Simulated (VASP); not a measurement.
# Pt (Im-3m) in VASP: a series of runs, part 2 of 2

VASP 6.6.1.

## (3) Single point, PBEsol

This run uses another cell than the first one, of 15.90 Å³/atom, 1.083 times its volume.

Contents of INCAR:

```
SYSTEM = Pt
ALGO     = Normal         ! electronic algorithm
EDIFF    = 1E-6           ! SCF threshold, eV
ENCUT    = 500            ! plane-wave cutoff, eV
GGA      = PS             ! functional
GGA_COMPAT= .False.      
ISIF     = 2              ! what is computed and relaxed
ISMEAR   = -1             ! smearing method
LASPH    = .True.         ! aspherical terms in the spheres
LCHARG   = .False.        ! write CHGCAR
LREAL    = .False.        ! projectors in reciprocal space
LWAVE    = .False.        ! write WAVECAR
NBANDS   = 11             ! bands
NELM     = 120            ! most SCF steps
PREC     = Accurate       ! precision mode
SIGMA    = 0.1            ! smearing width, eV
```

Contents of KPOINTS:

```
k-points
0
Gamma
  7 7 7
  0 0 0
```

Contents of POSCAR:

```
Pt
1.0
   -1.5842200000      1.5842200000      1.5842200000
    1.5842200000     -1.5842200000      1.5842200000
    1.5842200000      1.5842200000     -1.5842200000
Pt
1
Direct
    0.0000000000      0.0000000000      0.0000000000
```

Potentials or basis: VASP PAW PBE potentials, release 64 (Pt).

Launch:

```
$ cat potpaw_PBE.64/Pt/POTCAR > POTCAR
$ mpirun -np 1 vasp_std > vasp.out
```

OUTCAR:

```text
SYSTEM = Pt
   EDIFF = 1E-6
   ENCUT = 500
   GGA = PS
   ISIF = 2
   ISMEAR = -1
   LASPH = .True.
   LREAL = .False.
   NELM = 120
   PREC = Accurate

 ion  position               nearest neighbor table
   1  0.000  0.000  0.000-

  LATTYP: Found a body centered cubic cell.
 ALAT       =     3.1684400000

  Lattice vectors:

 A1 = (  -1.5842200000,   1.5842200000,   1.5842200000)
 A2 = (   1.5842200000,  -1.5842200000,   1.5842200000)
 A3 = (   1.5842200000,   1.5842200000,  -1.5842200000)

Analysis of symmetry for initial positions (statically):
=====================================================================
 Subroutine PRICEL returns:
 Original cell was already a primitive cell.

 Routine SETGRP: Setting up the symmetry group for a
 body centered cubic supercell.

 Subroutine GETGRP returns: Found 48 space group operations
 (whereof 48 operations were pure point group operations)
 out of a pool of 48 trial point group operations.

The static configuration has the point symmetry O_h .

Analysis of symmetry for dynamics (positions and initial velocities):
=====================================================================
 Subroutine PRICEL returns:
 Original cell was already a primitive cell.

 Routine SETGRP: Setting up the symmetry group for a
 body centered cubic supercell.

 Subroutine GETGRP returns: Found 48 space group operations
 (whereof 48 operations were pure point group operations)
 out of a pool of 48 trial point group operations.

The dynamic configuration has the point symmetry O_h .

 Subroutine INISYM returns: Found 48 space group operations
 (whereof 48 operations are pure point group operations),
 and found     1 'primitive' translations

----------------------------------------------------------------------------------------

                                     Primitive cell

  volume of cell :      15.9040

  direct lattice vectors                    reciprocal lattice vectors
    -1.584220000  1.584220000  1.584220000     0.000000000  0.315612731  0.315612731
     1.584220000 -1.584220000  1.584220000     0.315612731  0.000000000  0.315612731
     1.584220000  1.584220000 -1.584220000     0.315612731  0.315612731  0.000000000

  length of vectors
     2.743949530  2.743949530  2.743949530     0.446343804  0.446343804  0.446343804

  position of ions in fractional coordinates (direct lattice)
     0.000000000  0.000000000  0.000000000

  ion indices of the primitive-cell ions
   primitive index   ion index
                 1           1

----------------------------------------------------------------------------------------

 KPOINTS: k-points

Automatic generation of k-mesh.
 Grid dimensions read from file:
 generate k-points for:    7    7    7

 Generating k-lattice:

  Cartesian coordinates                     Fractional coordinates (reciprocal lattice)
     0.000000000  0.045087533  0.045087533     0.142857143  0.000000000  0.000000000
     0.045087533  0.000000000  0.045087533     0.000000000  0.142857143  0.000000000
     0.045087533  0.045087533  0.000000000     0.000000000  0.000000000  0.142857143

  Length of vectors
     0.063763401  0.063763401  0.063763401

  Shift w.r.t. Gamma in fractional coordinates (k-lattice)
     0.000000000  0.000000000  0.000000000

 Subroutine IBZKPT returns following result:
 ===========================================

 Found     20 irreducible k-points:

 Following reciprocal coordinates:
            Coordinates               Weight
  0.000000  0.000000  0.000000      1.000000
  0.142857  0.000000  0.000000     12.000000
  0.285714  0.000000  0.000000     12.000000
  0.428571  0.000000  0.000000     12.000000
  0.142857  0.142857  0.000000     24.000000
  0.285714  0.142857 -0.000000     48.000000
[... 12 lines left out ...]
 -0.428571 -0.428571  0.285714      8.000000
 -0.428571  0.428571  0.428571      6.000000
   k-points           NKPTS =     20   k-points in BZ     NKDIM =     20   number of bands    NBANDS=     11
   number of dos      NEDOS =    301   number of ions     NIONS =      1
   total plane-waves  NPLWV =   8000
   dimension x,y,z NGX =    20 NGY =   20 NGZ =   20
   dimension x,y,z NGXF=    40 NGYF=   40 NGZF=   40
   ions per type =               1
   NGX,Y,Z   is equivalent  to a cutoff of  12.12, 12.12, 12.12 a.u.
   NGXF,Y,Z  is equivalent  to a cutoff of  24.23, 24.23, 24.23 a.u.
 SYSTEM =  Pt
   PREC   = accura    normal or accurate (medium, high low for compatibility)
   ISTART =      0    job   : 0-new  1-cont  2-samecut
   ICHARG =      2    charge: 1-file 2-atom 10-const
   ISPIN  =      1    spin polarized calculation?
   LNONCOLLINEAR =      F non collinear calculations
   LSORBIT =      F    spin-orbit coupling
   LASPH  =      T    aspherical Exc in radial PAW
   ENCUT  =  500.0 eV  36.75 Ry    6.06 a.u.   5.00  5.00  5.00*2*pi/ulx,y,z
   NELM   =    120;   NELMIN=  2; NELMDL= -5     # of ELM steps
   EDIFF  = 0.1E-05   stopping-criterion for ELM
   LREAL  =      F    real-space projection
   EDIFFG = 0.1E-04   stopping-criterion for IOM
   NSW    =      0    number of steps for IOM
   IBRION =     -1    ionic relax: 0-MD 1-quasi-New 2-CG
   NFREE  =      0    steps in history (QN), initial steepest desc. (CG)
   ISIF   =      2    stress and relaxation
   ISYM   =      2    0-nonsym 1-usesym 2-fastsym
   POTIM  = 0.5000    time-step for ionic-motion
   TEBEG  =    0.0;   TEEND  =   0.0 temperature during run
   PSTRESS=    0.0 pullay stress
   NELECT =      10.0000    total number of electrons
   NUPDOWN=      -1.0000    fix difference up-down
   EMIN   =  10.00;   EMAX   =-10.00  energy-range for DOS
   EFERMI =   0.00;   METHOD = LEGACY
   ISMEAR =    -1;   SIGMA  =   0.10  broadening in eV -4-tet -1-fermi 0-gaus
   EFERMI_NEDOS =   21; number of points for ismear=-14 and -15
   IALGO  =     38    algorithm
   IMIX   =      4    mixing-type and parameters
     AMIX     =   0.40;   BMIX     =  1.00
     AMIX_MAG =   1.60;   BMIX_MAG =  1.00
  volume/ion in A,a.u.               =      15.90       107.33
  Fermi-wavevector in a.u.,A,eV,Ry     =   1.402510  2.650360 26.763132  1.967035
  Thomas-Fermi vector in A             =   2.525265
   LORBIT       =      0    0 simple, 1 ext, 2 COOP (PROOUT), +10 PAW based schemes
   GGA     = PS    functional components
   LHFCALC =     F    Hartree Fock is set to
   AEXX    =    0.0000 exact exchange contribution
   IVDW    =     0    specifies the selected vdW correction
   LEPSILON=     F    determine dielectric tensor
   LRPA    =     F    only Hartree local field effects (RPA)
 non-spin polarized calculation
  energy-cutoff  :      500.00
  volume of cell :       15.90
 maximum number of plane-waves:       415
   NGX =  9   NGY =  9   NGZ =  9

 number of electron      10.0000000 magnetization

 Free energy of the ion-electron system (eV)
  ---------------------------------------------------
  ext. energy  EPLUGINS =         0.00000000
  ---------------------------------------------------
  free energy    TOTEN  =        -6.87144382 eV

  energy without entropy =       -6.84192651  energy(sigma->0) =       -6.85668516

 E-fermi :   9.9459     XC(G=0): -13.3120

 val. band max:        9.8623834547   @ k =  -0.4286  -0.4286   0.2857
 cond. band min:      10.0431943087   @ k =  -0.4286  -0.4286   0.1429
 fundamental gap:      0.1808108540
 Fermi energy:         9.9459483522

 k-point     1 :       0.0000    0.0000    0.0000
  band No.  band energies     occupation
      1       0.4060      2.00000
      2       6.4266      2.00000
      3       6.4266      2.00000
      4       6.4266      2.00000
      5       8.9248      1.99993
      6       8.9248      1.99993
      7      26.9910      0.00000
      8      26.9910      0.00000
      9      26.9910      0.00000
     10      36.9212      0.00000
     11      36.9227      0.00000
[... 253 lines left out ...]
 k-point    20 :      -0.4286    0.4286    0.4286
  band No.  band energies     occupation
      1       4.0799      2.00000
      2       4.1447      2.00000
      3       9.7525      1.74750
      4       9.7525      1.74748
      5      10.1509      0.22823
      6      15.4826      0.00000
      7      18.6253      0.00000
      8      18.6253      0.00000
      9      24.0461      0.00000
     10      28.6720      0.00000
     11      29.1583      0.00000

------------------------ aborting loop because EDIFF is reached ----------------------------------------

  FORCE on cell =-STRESS in cart. coord.  units (eV):
  Direction    XX          YY          ZZ          XY          YZ          ZX
  --------------------------------------------------------------------------------------
  -------------------------------------------------------------------------------------
  Total       -1.2000398     -1.2000398     -1.2000398      0.0000000      0.0000000     -0.0000000
  in kB     -120.8926171   -120.8926171   -120.8926171      0.0000000      0.0000000     -0.0000000
  external PRESSURE =    -120.8926171 kB  Pullay stress =       0.0000000 kB

 VOLUME and BASIS-vectors are now :
 -----------------------------------------------------------------------------
  energy-cutoff  :      500.00
  volume of cell :       15.90
      direct lattice vectors                 reciprocal lattice vectors
    -1.584220000  1.584220000  1.584220000     0.000000000  0.315612731  0.315612731
     1.584220000 -1.584220000  1.584220000     0.315612731  0.000000000  0.315612731
     1.584220000  1.584220000 -1.584220000     0.315612731  0.315612731  0.000000000

 POSITION                                       TOTAL-FORCE (eV/Angst)
 -----------------------------------------------------------------------------------
      0.00000      0.00000      0.00000        -0.000000      0.000000     -0.000000
 -----------------------------------------------------------------------------------
    total drift:                                0.000000     -0.000000      0.000000

  FREE ENERGIE OF THE ION-ELECTRON SYSTEM (eV)
  ---------------------------------------------------
  free  energy   TOTEN  =        -6.8714438157 eV

  energy  without entropy=       -6.8419265082  energy(sigma->0) =       -6.85668516
```

It took 1.8 s on 1 thread of Intel Xeon 6975P-C (Granite Rapids), shared host; peak memory 0.12 GiB.

What came out:

| Quantity | Value |
| --- | --- |
| Free energy | -6.8714 eV |
| Pressure | -12.1 GPa |
| Band gap on the k mesh | zero (band 5 reaches 10.48 eV, above the bottom of band 6 at 8.92 eV) |

Levels at points of the mesh, in eV from the Fermi level:
```
           k point  band 1  band 2  band 3  band 4  band 5  band 6  band 7  band 8  band 9  band 10
(0.00, 0.00, 0.00)   -9.54   -3.52   -3.52   -3.52   -1.02   -1.02   17.05   17.05   17.05    26.98
```

Caveat: the k points lie up to 0.40 Å⁻¹ apart; the PAW data sets were made with another functional, which shifts forces and pressure a little; spin-orbit coupling is left out, which moves the levels of the heavy elements.
